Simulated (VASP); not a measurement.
# TiO2 (Rutile) (P4_2/mnm) in VASP: single point with PBEsol

Aim: the single point of TiO2 (Rutile) with PBEsol.

Everything below comes from runs of VASP 6.6.1. Logs are shortened: lines on timing, memory, paths and dates and some standing lists are left out, and cuts for length are marked.

**What was measured.**

“Shallow Valence Band of Rutile GeO2 and P-type Doping”, 2020, arxiv:2011.08928 quotes, for a bulk crystal of TiO2 at 1.6 K: band gap 3.03 eV (direct).

How close the calculation comes is told below.

### Step 1. The cell of the first run

The structure is tetragonal, space group P4_2/mnm (No. 136). Conventional cell: a = 4.592 Å, b = 4.592 Å, c = 2.957 Å, α = 90.00°, β = 90.00°, γ = 90.00°. Ti (site symmetry mmm) has 6 O at 1.95 to 1.98 Å within 2.6 Å. O (site symmetry m2m) has 3 Ti at 1.95 to 1.98 Å and 1 O at 2.53 Å within 2.6 Å.

### Step 2. Single point, PBEsol

INCAR

```
ALGO = Normal
EDIFF = 1E-6
ENCUT = 520
GGA = PS
ISIF = 2
ISMEAR = 0
LASPH = True
LCHARG = False
LREAL = False
LWAVE = False
NBANDS = 33
NELM = 60
PREC = Accurate
SIGMA = 0.01
```

KPOINTS

```
k-points
0
Gamma
  4 4 6
```

POSCAR

```
TiO2
1.0
    4.5922000000      0.0000000000      0.0000000000
    0.0000000000      4.5922000000      0.0000000000
    0.0000000000      0.0000000000      2.9574000000
Ti O
2 4
Direct
    0.0000000000      0.0000000000      0.0000000000
    0.5000000000      0.5000000000      0.5000000000
    0.3049600000      0.3049600000      0.0000000000
    0.1950400000      0.8049600000      0.5000000000
    0.6950400000      0.6950400000      0.0000000000
    0.8049600000      0.1950400000      0.5000000000
```

Potentials or basis: VASP PAW PBE potentials, release 64 (Ti_sv, O).

Command:

```bash
> cat potpaw_PBE.64/Ti_sv/POTCAR potpaw_PBE.64/O/POTCAR > POTCAR
> mpirun -np 1 vasp_std > vasp.out
```

OUTCAR:

```text
EDIFF = 1E-6
   ENCUT = 520
   GGA = PS
   ISIF = 2
   ISMEAR = 0
   LASPH = True
   LREAL = False
   NELM = 60
   PREC = Accurate

 ion  position               nearest neighbor table
   1  0.000  0.000  0.000-   4 1.95   6 1.95   4 1.95   6 1.95   5 1.98   3 1.98
   2  0.500  0.500  0.500-   3 1.95   5 1.95   3 1.95   5 1.95   4 1.98   6 1.98
   3  0.305  0.305  0.000-   2 1.95   2 1.95   1 1.98
   4  0.195  0.805  0.500-   1 1.95   1 1.95   2 1.98
   5  0.695  0.695  0.000-   2 1.95   2 1.95   1 1.98
   6  0.805  0.195  0.500-   1 1.95   1 1.95   2 1.98

  LATTYP: Found a simple tetragonal cell.
 ALAT       =     4.5922000000
 C/A-ratio  =     0.6440050520

  Lattice vectors:

 A1 = (   4.5922000000,   0.0000000000,   0.0000000000)
 A2 = (   0.0000000000,   4.5922000000,   0.0000000000)
 A3 = (   0.0000000000,   0.0000000000,   2.9574000000)

Analysis of symmetry for initial positions (statically):
=====================================================================
 Subroutine PRICEL returns:
 Original cell was already a primitive cell.

 Routine SETGRP: Setting up the symmetry group for a
 simple tetragonal supercell.

 Subroutine GETGRP returns: Found 16 space group operations
 (whereof  8 operations were pure point group operations)
 out of a pool of 16 trial point group operations.

The static configuration has the point symmetry D_2h.
 The point group associated with its full space group is D_4h.

Analysis of symmetry for dynamics (positions and initial velocities):
=====================================================================
 Subroutine PRICEL returns:
 Original cell was already a primitive cell.

 Routine SETGRP: Setting up the symmetry group for a
 simple tetragonal supercell.

 Subroutine GETGRP returns: Found 16 space group operations
 (whereof  8 operations were pure point group operations)
 out of a pool of 16 trial point group operations.

The dynamic configuration has the point symmetry D_2h.
 The point group associated with its full space group is D_4h.

 Subroutine INISYM returns: Found 16 space group operations
 (whereof  8 operations are pure point group operations),
 and found     1 'primitive' translations

----------------------------------------------------------------------------------------

                                     Primitive cell

  volume of cell :      62.3665

  direct lattice vectors                    reciprocal lattice vectors
     4.592200000  0.000000000  0.000000000     0.217760550  0.000000000  0.000000000
     0.000000000  4.592200000  0.000000000     0.000000000  0.217760550  0.000000000
     0.000000000  0.000000000  2.957400000     0.000000000  0.000000000  0.338134848

  length of vectors
     4.592200000  4.592200000  2.957400000     0.217760550  0.217760550  0.338134848

  position of ions in fractional coordinates (direct lattice)
     0.000000000  0.000000000  0.000000000
     0.500000000  0.500000000  0.500000000
     0.304960000  0.304960000  0.000000000
     0.195040000  0.804960000  0.500000000
     0.695040000  0.695040000  0.000000000
     0.804960000  0.195040000  0.500000000

  ion indices of the primitive-cell ions
   primitive index   ion index
                 1           1
                 2           2
                 3           3
                 4           4
                 5           5
                 6           6

----------------------------------------------------------------------------------------

 KPOINTS: k-points

Automatic generation of k-mesh.
 Grid dimensions read from file:
 generate k-points for:    4    4    6

 Generating k-lattice:

  Cartesian coordinates                     Fractional coordinates (reciprocal lattice)
     0.054440138  0.000000000  0.000000000     0.250000000  0.000000000  0.000000000
     0.000000000  0.054440138  0.000000000     0.000000000  0.250000000  0.000000000
     0.000000000  0.000000000  0.056355808     0.000000000  0.000000000  0.166666667

  Length of vectors
     0.054440138  0.054440138  0.056355808

  Shift w.r.t. Gamma in fractional coordinates (k-lattice)
     0.000000000  0.000000000  0.000000000

 Subroutine IBZKPT returns following result:
 ===========================================

 Found     24 irreducible k-points:

 Following reciprocal coordinates:
            Coordinates               Weight
  0.000000  0.000000  0.000000      1.000000
  0.250000  0.000000  0.000000      4.000000
  0.500000  0.000000  0.000000      2.000000
  0.250000  0.250000  0.000000      4.000000
  0.500000  0.250000  0.000000      4.000000
  0.500000  0.500000  0.000000      1.000000
[... 16 lines left out ...]
  0.500000  0.250000  0.500000      4.000000
  0.500000  0.500000  0.500000      1.000000
   k-points           NKPTS =     24   k-points in BZ     NKDIM =     24   number of bands    NBANDS=     33
   number of dos      NEDOS =    301   number of ions     NIONS =      6
   total plane-waves  NPLWV =  31104
   dimension x,y,z NGX =    36 NGY =   36 NGZ =   24
   dimension x,y,z NGXF=    72 NGYF=   72 NGZF=   48
   ions per type =               2   4
   NGX,Y,Z   is equivalent  to a cutoff of  13.03, 13.03, 13.49 a.u.
   NGXF,Y,Z  is equivalent  to a cutoff of  26.07, 26.07, 26.98 a.u.
 SYSTEM =  unknown system
   PREC   = accura    normal or accurate (medium, high low for compatibility)
   ISTART =      0    job   : 0-new  1-cont  2-samecut
   ICHARG =      2    charge: 1-file 2-atom 10-const
   ISPIN  =      1    spin polarized calculation?
   LNONCOLLINEAR =      F non collinear calculations
   LSORBIT =      F    spin-orbit coupling
   LASPH  =      T    aspherical Exc in radial PAW
   ENCUT  =  520.0 eV  38.22 Ry    6.18 a.u.   8.54  8.54  5.50*2*pi/ulx,y,z
   NELM   =     60;   NELMIN=  2; NELMDL= -5     # of ELM steps
   EDIFF  = 0.1E-05   stopping-criterion for ELM
   LREAL  =      F    real-space projection
   EDIFFG = 0.1E-04   stopping-criterion for IOM
   NSW    =      0    number of steps for IOM
   IBRION =     -1    ionic relax: 0-MD 1-quasi-New 2-CG
   NFREE  =      0    steps in history (QN), initial steepest desc. (CG)
   ISIF   =      2    stress and relaxation
   ISYM   =      2    0-nonsym 1-usesym 2-fastsym
   POTIM  = 0.5000    time-step for ionic-motion
   TEBEG  =    0.0;   TEEND  =   0.0 temperature during run
   PSTRESS=    0.0 pullay stress
   NELECT =      48.0000    total number of electrons
   NUPDOWN=      -1.0000    fix difference up-down
   EMIN   =  10.00;   EMAX   =-10.00  energy-range for DOS
   EFERMI =   0.00;   METHOD = LEGACY
   ISMEAR =     0;   SIGMA  =   0.01  broadening in eV -4-tet -1-fermi 0-gaus
   EFERMI_NEDOS =   21; number of points for ismear=-14 and -15
   IALGO  =     38    algorithm
   IMIX   =      4    mixing-type and parameters
     AMIX     =   0.40;   BMIX     =  1.00
     AMIX_MAG =   1.60;   BMIX_MAG =  1.00
  volume/ion in A,a.u.               =      10.39        70.15
  Fermi-wavevector in a.u.,A,eV,Ry     =   1.500277  2.835112 30.624403  2.250830
  Thomas-Fermi vector in A             =   2.611798
   LORBIT       =      0    0 simple, 1 ext, 2 COOP (PROOUT), +10 PAW based schemes
   GGA     = PS    functional components
   LHFCALC =     F    Hartree Fock is set to
   AEXX    =    0.0000 exact exchange contribution
   IVDW    =     0    specifies the selected vdW correction
   LEPSILON=     F    determine dielectric tensor
   LRPA    =     F    only Hartree local field effects (RPA)
 non-spin polarized calculation
 Gauss-broadening in eV      SIGMA  =   0.01
  energy-cutoff  :      520.00
  volume of cell :       62.37
 maximum number of plane-waves:      1720
 NGX is ok and might be reduce to    36
   NGX = 17   NGY = 17   NGZ = 11

 number of electron      48.0000021 magnetization

 Free energy of the ion-electron system (eV)
  ---------------------------------------------------
  ext. energy  EPLUGINS =         0.00000000
  ---------------------------------------------------
  free energy    TOTEN  =       -56.09584518 eV

  energy without entropy =      -56.09584518  energy(sigma->0) =      -56.09584518

 E-fermi :   4.8560     XC(G=0): -11.7079

 val. band max:        4.7435013251   @ k =   0.0000   0.0000   0.0000
 cond. band min:       6.5776512245   @ k =   0.0000   0.0000   0.0000
 fundamental gap:      1.8341498994
 Fermi energy:         4.8560054639

 k-point     1 :       0.0000    0.0000    0.0000
  band No.  band energies     occupation
      1     -51.9134      2.00000
      2     -51.8955      2.00000
      3     -28.3373      2.00000
      4     -28.3373      2.00000
      5     -28.1668      2.00000
      6     -28.1668      2.00000
[... 25 lines left out ...]
     32      11.4111      0.00000
     33      11.6124      0.00000

 k-point     2 :       0.2500    0.0000    0.0000
  band No.  band energies     occupation
      1     -51.9108      2.00000
      2     -51.8981      2.00000
      3     -28.3176      2.00000
      4     -28.3159      2.00000
      5     -28.1904      2.00000
      6     -28.1886      2.00000
[... 25 lines left out ...]
     32      11.2202      0.00000
     33      11.2561      0.00000

 k-point     3 :       0.5000    0.0000    0.0000
  band No.  band energies     occupation
      1     -51.9044      2.00000
      2     -51.9044      2.00000
      3     -28.2830      2.00000
      4     -28.2830      2.00000
      5     -28.2255      2.00000
      6     -28.2255      2.00000
[... 25 lines left out ...]
     32      10.8701      0.00000
     33      11.0485      0.00000

 k-point     4 :       0.2500    0.2500    0.0000
  band No.  band energies     occupation
      1     -51.9089      2.00000
      2     -51.9000      2.00000
      3     -28.3438      2.00000
      4     -28.2835      2.00000
      5     -28.2250      2.00000
      6     -28.1628      2.00000
[... 25 lines left out ...]
     32      11.0467      0.00000
     33      11.4578      0.00000

 k-point     5 :       0.5000    0.2500    0.0000
  band No.  band energies     occupation
      1     -51.9044      2.00000
      2     -51.9044      2.00000
      3     -28.3251      2.00000
      4     -28.3251      2.00000
      5     -28.1837      2.00000
      6     -28.1837      2.00000
[... 604 lines left out ...]
 k-point    22 :       0.2500    0.2500    0.5000
  band No.  band energies     occupation
      1     -51.8626      2.00000
      2     -51.8626      2.00000
      3     -28.5843      2.00000
      4     -28.5753      2.00000
      5     -28.1895      2.00000
      6     -28.1779      2.00000
[... 25 lines left out ...]
     32      10.6224      0.00000
     33      10.8027      0.00000

 k-point    23 :       0.5000    0.2500    0.5000
  band No.  band energies     occupation
      1     -51.8626      2.00000
      2     -51.8626      2.00000
      3     -28.5796      2.00000
      4     -28.5796      2.00000
      5     -28.1844      2.00000
      6     -28.1844      2.00000
[... 25 lines left out ...]
     32       9.9958      0.00000
     33      11.5480      0.00000

 k-point    24 :       0.5000    0.5000    0.5000
  band No.  band energies     occupation
      1     -51.8625      2.00000
      2     -51.8625      2.00000
      3     -28.5735      2.00000
      4     -28.5735      2.00000
      5     -28.1907      2.00000
      6     -28.1907      2.00000
[... 25 lines left out ...]
     32      10.6836      0.00000
     33      10.7878      0.00000

------------------------ aborting loop because EDIFF is reached ----------------------------------------

  FORCE on cell =-STRESS in cart. coord.  units (eV):
  Direction    XX          YY          ZZ          XY          YZ          ZX
  --------------------------------------------------------------------------------------
  -------------------------------------------------------------------------------------
  Total       -0.1810302     -0.1810302     -0.8372308     -0.0000000      0.0000000      0.0000000
  in kB       -4.6506095     -4.6506095    -21.5082018     -0.0000000      0.0000000      0.0000000
  external PRESSURE =     -10.2698069 kB  Pullay stress =       0.0000000 kB

 VOLUME and BASIS-vectors are now :
 -----------------------------------------------------------------------------
  energy-cutoff  :      520.00
  volume of cell :       62.37
      direct lattice vectors                 reciprocal lattice vectors
     4.592200000  0.000000000  0.000000000     0.217760550  0.000000000  0.000000000
     0.000000000  4.592200000  0.000000000     0.000000000  0.217760550  0.000000000
     0.000000000  0.000000000  2.957400000     0.000000000  0.000000000  0.338134848

 POSITION                                       TOTAL-FORCE (eV/Angst)
 -----------------------------------------------------------------------------------
      0.00000      0.00000      0.00000        -0.000000     -0.000000      0.000000
      2.29610      2.29610      1.47870        -0.000000     -0.000000      0.000000
      1.40044      1.40044      0.00000        -0.039058     -0.039058      0.000000
      0.89566      3.69654      1.47870         0.039058     -0.039058      0.000000
      3.19176      3.19176      0.00000         0.039058      0.039058     -0.000000
      3.69654      0.89566      1.47870        -0.039058      0.039058     -0.000000
 -----------------------------------------------------------------------------------
    total drift:                                0.000000      0.000000     -0.000000

  FREE ENERGIE OF THE ION-ELECTRON SYSTEM (eV)
  ---------------------------------------------------
  free  energy   TOTEN  =       -56.0958451819 eV

  energy  without entropy=      -56.0958451819  energy(sigma->0) =      -56.09584518
```

Wall time 72 s (1 thread of AMD EPYC 7R43 (Zen 3), shared host); peak memory 0.15 GiB.

Results:

| Property | Result |
| --- | --- |
| Free energy | -56.0958 eV |
| Pressure | -1.0 GPa |
| Largest force | 0.055 eV/Å |
| Band gap on the k mesh | 1.83 eV, direct |

Forces in eV/Å, atoms in the order of the input:
```
Ti   0.000  0.000  0.000
Ti   0.000  0.000  0.000
O   -0.039 -0.039  0.000
O    0.039 -0.039  0.000
O    0.039  0.039  0.000
O   -0.039  0.039  0.000
```

Stress tensor (GPa, compression positive):
```
-0.47  0.00  0.00
 0.00 -0.47  0.00
 0.00  0.00 -2.15
```

Caveat: the PAW data sets were made with another functional, which shifts forces and pressure a little.

### Step 3. Against experiment

Step 2. Measured gap of TiO2: 3.03 eV (direct; 1.6 K; quoted in “Shallow Valence Band of Rutile GeO2 and P-type Doping”, 2020, arxiv:2011.08928). This calculation gives 1.83 eV (-1.20 eV). 2 values of this kind are on record in papers (3.03 to 3.05 eV); this one was drawn at random among those near their median. The value is that of PBEsol on a finite k mesh, which can miss the band edges, without temperature or zero-point motion. Semilocal functionals fall short of measured gaps as a rule.
